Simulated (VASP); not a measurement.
# InSe (P6_3/mmc) in VASP: notebook, part 2 of 2

VASP 6.6.1. Earlier steps stand in the parts before.

### 3 Single point, PBE+D3(BJ)

This run uses another cell than the first one, of 29.66 Å³/atom.

Contents of INCAR:

```
SYSTEM = InSe
PREC = Accurate ; ENCUT = 520
EDIFF = 1E-6 ; ISMEAR = 0
SIGMA = 0.1 ; LREAL = .FALSE.
LASPH = .TRUE. ; NELM = 80
ALGO = Normal ; ISIF = 2
LWAVE = .FALSE. ; LCHARG = .FALSE.
GGA = PE ; IVDW = 12
NBANDS = 48
```

Contents of KPOINTS:

```
regular mesh
0
G
  6 6 2
  0 0 0
```

Contents of POSCAR:

```
InSe
1.0
    4.0433628845      0.0000000000      0.0000000000
   -2.0216814422      3.5016549747      0.0000000000
    0.0000000000      0.0000000000     16.7600381411
In Se
4 4
Direct
    0.3333333333      0.6666666667      0.1665058196
    0.6666666667      0.3333333333      0.6665058196
    0.3333333333      0.6666666667      0.3334941804
    0.6666666667      0.3333333333      0.8334941804
    0.3333333333      0.6666666667      0.5902268192
    0.6666666667      0.3333333333      0.0902268192
    0.3333333333      0.6666666667      0.9097731808
    0.6666666667      0.3333333333      0.4097731808
```

Potentials or basis: VASP PAW PBE potentials, release 64 (In_d, Se).

Command:

```
$ cat potpaw_PBE.64/In_d/POTCAR potpaw_PBE.64/Se/POTCAR > POTCAR
$ mpirun -np 1 vasp_std > vasp.out
```

OUTCAR:

```text
SYSTEM = InSe
   PREC = Accurate
   ENCUT = 520
   EDIFF = 1E-6
   ISMEAR = 0
   LREAL = .FALSE.
   LASPH = .TRUE.
   NELM = 80
   ISIF = 2
   GGA = PE
   IVDW = 12
 IVDW          = 12

 ion  position               nearest neighbor table
   1  0.333  0.667  0.167-   6 2.66   6 2.66   6 2.66   3 2.80
   2  0.667  0.333  0.667-   5 2.66   5 2.66   5 2.66   4 2.80
   3  0.333  0.667  0.333-   8 2.66   8 2.66   8 2.66   1 2.80
   4  0.667  0.333  0.833-   7 2.66   7 2.66   7 2.66   2 2.80
   5  0.333  0.667  0.590-   2 2.66   2 2.66   2 2.66
   6  0.667  0.333  0.090-   1 2.66   1 2.66   1 2.66
   7  0.333  0.667  0.910-   4 2.66   4 2.66   4 2.66
   8  0.667  0.333  0.410-   3 2.66   3 2.66   3 2.66

  LATTYP: Found a hexagonal cell.
 ALAT       =     4.0433628845
 C/A-ratio  =     4.1450739446

  Lattice vectors:

 A1 = (   4.0433628845,   0.0000000000,   0.0000000000)
 A2 = (  -2.0216814422,   3.5016549747,   0.0000000000)
 A3 = (   0.0000000000,   0.0000000000,  16.7600381411)

Analysis of symmetry for initial positions (statically):
=====================================================================
 Subroutine PRICEL returns:
 Original cell was already a primitive cell.

 Routine SETGRP: Setting up the symmetry group for a
 hexagonal supercell.

 Subroutine GETGRP returns: Found 24 space group operations
 (whereof 12 operations were pure point group operations)
 out of a pool of 24 trial point group operations.

The static configuration has the point symmetry D_3d.
 The point group associated with its full space group is D_6h.

Analysis of symmetry for dynamics (positions and initial velocities):
=====================================================================
 Subroutine PRICEL returns:
 Original cell was already a primitive cell.

[... 131 lines left out ...]
  Fermi-wavevector in a.u.,A,eV,Ry     =   1.120080  2.116644 17.069583  1.254579
  Thomas-Fermi vector in A             =   2.256724
   LORBIT       =      0    0 simple, 1 ext, 2 COOP (PROOUT), +10 PAW based schemes
   GGA     = PE    functional components
   LHFCALC =     F    Hartree Fock is set to
   AEXX    =    0.0000 exact exchange contribution
   IVDW    =    12    specifies the selected vdW correction
   LEPSILON=     F    determine dielectric tensor
   LRPA    =     F    only Hartree local field effects (RPA)
 non-spin polarized calculation
 Gauss-broadening in eV      SIGMA  =   0.10
  energy-cutoff  :      520.00
  volume of cell :      237.30
 maximum number of plane-waves:      6432
   NGX = 15   NGY = 15   NGZ = 63

 number of electron      76.0000023 magnetization

 Free energy of the ion-electron system (eV)
  ---------------------------------------------------
  ext. energy  EPLUGINS =         0.00000000
  ---------------------------------------------------
  free energy    TOTEN  =       -28.32345756 eV

  energy without entropy =      -28.32330794  energy(sigma->0) =      -28.32338275

 E-fermi :   4.1384     XC(G=0):  -8.8458

 val. band max:        3.9850943652   @ k =   0.0000   0.0000   0.0000
 cond. band min:       4.2916204920   @ k =   0.0000   0.0000   0.0000
 fundamental gap:      0.3065261268
 Fermi energy:         4.1383574811

 k-point     1 :       0.0000    0.0000    0.0000
  band No.  band energies     occupation
      1     -10.8155      2.00000
      2     -10.8147      2.00000
      3     -10.6322      2.00000
      4     -10.6322      2.00000
      5     -10.6318      2.00000
      6     -10.6318      2.00000
[... 703 lines left out ...]
     47       9.5345      0.00000
     48       9.5345      0.00000

------------------------ aborting loop because EDIFF is reached ----------------------------------------

 Edisp (eV)   -2.35996

 E8    (eV) :    -1.0813

  FORCE on cell =-STRESS in cart. coord.  units (eV):
  Direction    XX          YY          ZZ          XY          YZ          ZX
  --------------------------------------------------------------------------------------
  -------------------------------------------------------------------------------------
  Total      -0.15938    -0.15938    -0.07074    -0.00000     0.00000     0.00000
  in kB      -1.07607    -1.07607    -0.47763    -0.00000     0.00000     0.00000
  external pressure =       -0.88 kB  Pullay stress =        0.00 kB

 VOLUME and BASIS-vectors are now :
 -----------------------------------------------------------------------------
  energy-cutoff  :      520.00
  volume of cell :      237.30
      direct lattice vectors                 reciprocal lattice vectors
     4.043362884  0.000000000  0.000000000     0.247318885  0.142789625  0.000000000
    -2.021681442  3.501654975  0.000000000     0.000000000  0.285579250  0.000000000
     0.000000000  0.000000000 16.760038141     0.000000000  0.000000000  0.059665735

 POSITION                                       TOTAL-FORCE (eV/Angst)
 -----------------------------------------------------------------------------------
     -0.00000      2.33444      2.79064         0.000000     -0.000000      0.044865
      2.02168      1.16722     11.17066        -0.000000      0.000000      0.044865
     -0.00000      2.33444      5.58938         0.000000     -0.000000     -0.044865
      2.02168      1.16722     13.96939        -0.000000      0.000000     -0.044865
     -0.00000      2.33444      9.89222         0.000000      0.000000     -0.029414
      2.02168      1.16722      1.51220         0.000000     -0.000000     -0.029414
     -0.00000      2.33444     15.24783         0.000000      0.000000      0.029414
      2.02168      1.16722      6.86781         0.000000     -0.000000      0.029414
 -----------------------------------------------------------------------------------
    total drift:                               -0.000000      0.000000      0.000000

  FREE ENERGIE OF THE ION-ELECTRON SYSTEM (eV)
  ---------------------------------------------------
  free  energy   TOTEN  =       -30.6834174453 eV

  energy  without entropy=      -30.6832678267  energy(sigma->0) =      -30.68334264
```

stdout:

```text
POSCAR found type information on POSCAR InSe
 POSCAR found :  2 types and       8 ions
 scaLAPACK will be used
 LDA part: xc-table for (Slater+PW92), standard interpolation
 POSCAR, INCAR and KPOINTS ok, starting setup
 FFT: planning ... GRIDC
 FFT: planning ... GRID_SOFT
 FFT: planning ... GRID
 WAVECAR not read
 entering main loop
```

Run time: 4.1 min. Hardware: 1 thread of Intel Xeon 8259CL, shared host; peak memory 0.4 GiB.

What came out:

| Item | Value |
| --- | --- |
| Free energy | -30.6834 eV |
| Pressure | -0.1 GPa |
| Largest force | 0.045 eV/Å |
| Band gap on the k mesh | 0.31 eV |
| Dispersion energy per atom | -0.295 eV |

Forces in eV/Å, atoms in the order of the input:
```
In   0.000  0.000  0.045
In   0.000  0.000  0.045
In   0.000  0.000 -0.045
In   0.000  0.000 -0.045
Se   0.000  0.000 -0.029
Se   0.000  0.000 -0.029
Se   0.000  0.000  0.029
Se   0.000  0.000  0.029
```

Caveat: spin-orbit coupling is left out, which moves the levels of the heavy elements.

### 4 Single point, PBE+D3(BJ)

This run uses another cell than the first one, of 29.49 Å³/atom.

Contents of INCAR:

```
SYSTEM = InSe
PREC = Accurate
ENCUT = 520
EDIFF = 1E-6
ISMEAR = 0
SIGMA = 0.02
LREAL = .False.
LASPH = .True.
NELM = 60
ALGO = Normal
ISIF = 2
LWAVE = .False.
LCHARG = .True.
GGA = PE
IVDW = 12
LELF = .True.
LVHAR = .True.
NBANDS = 48
```

Contents of KPOINTS:

```
regular mesh
0
Gamma
  12 12 2
  0 0 0
```

Contents of POSCAR:

```
InSe
1.0
    4.0316416669      0.0000000000      0.0000000000
   -2.0158208334      3.4915041025      0.0000000000
    0.0000000000      0.0000000000     16.7622283797
In Se
4 4
Direct
    0.3333333333      0.6666666667      0.1666625595
    0.6666666667      0.3333333333      0.6666625595
    0.3333333333      0.6666666667      0.3333374405
    0.6666666667      0.3333333333      0.8333374405
    0.3333333333      0.6666666667      0.5898776910
    0.6666666667      0.3333333333      0.0898776910
    0.3333333333      0.6666666667      0.9101223090
    0.6666666667      0.3333333333      0.4101223090
```

Command:

```
$ cat potpaw_PBE.64/In_d/POTCAR potpaw_PBE.64/Se/POTCAR > POTCAR
$ mpirun -np 1 vasp_std > vasp.out
```

Run time: 12 min. Hardware: 1 thread of Intel Xeon 8259CL, shared host; peak memory 0.54 GiB.

The run converged. Its results:

```yaml
Free_energy: -30.6953 eV
Pressure: 0.0 GPa
Largest_force: 0.016 eV/Å
Band_gap_on_the_k_mesh: 0.36 eV
Dispersion_energy_per_atom: -0.297 eV
```

Forces in eV/Å, atoms in the order of the input:
```
In   0.000  0.000  0.016
In   0.000  0.000  0.016
In   0.000  0.000 -0.016
In   0.000  0.000 -0.016
Se   0.000  0.000 -0.014
Se   0.000  0.000 -0.014
Se   0.000  0.000  0.014
Se   0.000  0.000  0.014
```

Levels at points of the mesh, in eV from the valence-band top:
```tsv
k point	band 36	band 37	band 38	band 39	band 40	band 41
(0.00, 0.00, 0.00)	-1.10	-1.10	0.00	0.36	1.73	2.12
(0.50, 0.00, 0.00)	-2.07	-1.97	-1.35	1.11	1.21	1.93
(0.00, 0.00, 0.50)	-1.13	-0.92	-0.92	1.22	1.22	2.13
(0.50, 0.00, 0.50)	-2.05	-1.71	-1.71	1.46	1.46	1.59
```

Caveat: spin-orbit coupling is left out, which moves the levels of the heavy elements.

### 5 Overview

| cell | k mesh | smearing | gap on the mesh (eV) | pressure (GPa) | largest force (eV/Å) |
| --- | --- | --- | --- | --- | --- |
| a = 4.050, b = 4.050, c = 16.930 Å, angles 90.0, 90.0, 120.0°, 8 atoms, atomic positions A | 6 × 6 × 1 | gaussian 0.1 eV | none | 6.0 | 2.89 |
| a = 4.043, b = 4.043, c = 16.760 Å, angles 90.0, 90.0, 120.0°, 8 atoms, atomic positions B | 6 × 6 × 2 | gaussian 0.1 eV | 0.31 | -0.1 | 0.04 |
| a = 4.032, b = 4.032, c = 16.762 Å, angles 90.0, 90.0, 120.0°, 8 atoms, atomic positions C | 12 × 12 × 2 | gaussian 0.02 eV | 0.36 | 0.0 | 0.02 |

Alike in all rows: task single point; level PBE+D3(BJ); potentials or basis VASP PAW PBE potentials, release 64 (In_d, Se); no spin polarisation; cutoff (eV) 520.

Caveats: some runs use coarse meshes; spin-orbit coupling is left out, which moves the levels of the heavy elements; forces of over 1 eV/Å act on the atoms, so gaps and moduli don't describe the material at rest (at least some runs).

Absolute energies hang on the potentials; compare differences alone.

The gap in the log of VASP goes by the Fermi energy; the results here count the filled bands.